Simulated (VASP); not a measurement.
A run of VASP 6.6.1 is set up as follows.

Contents of INCAR:

```
SYSTEM = N
PREC = Accurate
ENCUT = 520
EDIFF = 1E-6
ISMEAR = 0
SIGMA = 0.05
LREAL = .FALSE.
LASPH = .TRUE.
NELM = 60
ALGO = Normal
ISIF = 2
LWAVE = .FALSE.
LCHARG = .TRUE.
LELF = .TRUE.
LVHAR = .TRUE.
NBANDS = 30
```

KPOINTS

```
Automatic mesh
0
G
  7 7 2
  0 0 0
```

The input POSCAR:

```
N
1.0
   -3.5269202438      0.0000000000      0.0000000000
   -1.7634601219     -3.0544025283      0.0000000000
   -0.2939100203      0.5090670880     13.3505029787
N
8
Direct
    0.1773938968      0.4892727698      0.9356366191
    0.2625998188      0.4040668479      0.4244010873
    0.1910520430      0.4756146237      0.8536877420
    0.2762579650      0.3904087017      0.3424522103
    0.6385361131      0.6947972202      0.1687833215
    0.5533301911      0.7800031422      0.6800188532
    0.6521942593      0.6811390741      0.0868344444
    0.5669883373      0.7663449960      0.5980699762
```

Potentials or basis: VASP PAW LDA potentials, release 64 (N).

Launch:

```sh
$ cat potpaw_LDA.64/N/POTCAR > POTCAR
$ mpirun -np 1 vasp_std > vasp.out
```

Estimate the largest force.

1.614 eV/Å.

Estimate the pressure.

2.8 GPa.

Predict the band gap on the k mesh.

5.99 eV (least direct gap 6.11 eV).

Stress tensor (GPa, compression positive):
```
 0.40 -0.16  0.49
-0.16 -0.20 -0.22
 0.49 -0.22  8.27
```

Caveat: the standard files for N, O and F lose accuracy on very short bonds; an odd mesh through Γ misses points on the zone boundary, where band edges can lie; forces of over 1 eV/Å act on the atoms, so gaps and moduli don't describe the material at rest.
